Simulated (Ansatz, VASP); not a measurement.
# TePt in VASP and in Ansatz

```
Te Pt
1.0
     4.23766    0.00000    0.00000
    -2.11883    3.66992    0.00000
     0.00000    0.00000    5.62926
Te Pt
2 2
Direct
  0.33333 0.66667 0.25000
  0.66667 0.33333 0.75000
  0.00000 0.00000 0.00000
  0.00000 0.00000 0.50000
```

Alike in both runs: functional r2SCAN; k mesh 12 × 12 × 8; occupations gaussian, width 0.1 eV; no spin polarisation.

Ansatz relaxed the structure, and its values are those at the end. VASP's run is a single point on that final structure, the one shown.

|  | VASP | Ansatz |
| --- | --- | --- |
| version | VASP 6.6.1 | Ansatz 0.2.0 |
| potentials or method | VASP PAW PBE potentials, release 64 (Te, Pt), cutoff 520 eV | scalar-relativistic, plane waves, PAW |
| valence electrons in the cell | 32 | 68 |

|  | VASP | Ansatz | Ansatz less VASP |
| --- | --- | --- | --- |
| gap on the k mesh at the Fermi level (eV) | none | none | - |
| pressure (GPa) | 0.0 | 0.0 | +0.02 |

VASP's potentials were made for PBE, not for r2SCAN. A gap of «none» marks a metal or a gap that the smearing closes. VASP's potentials hold 32 valence electrons a cell and Ansatz's 68, so a difference there can come from the potentials and not from the codes.

Neither program's run includes spin-orbit coupling.
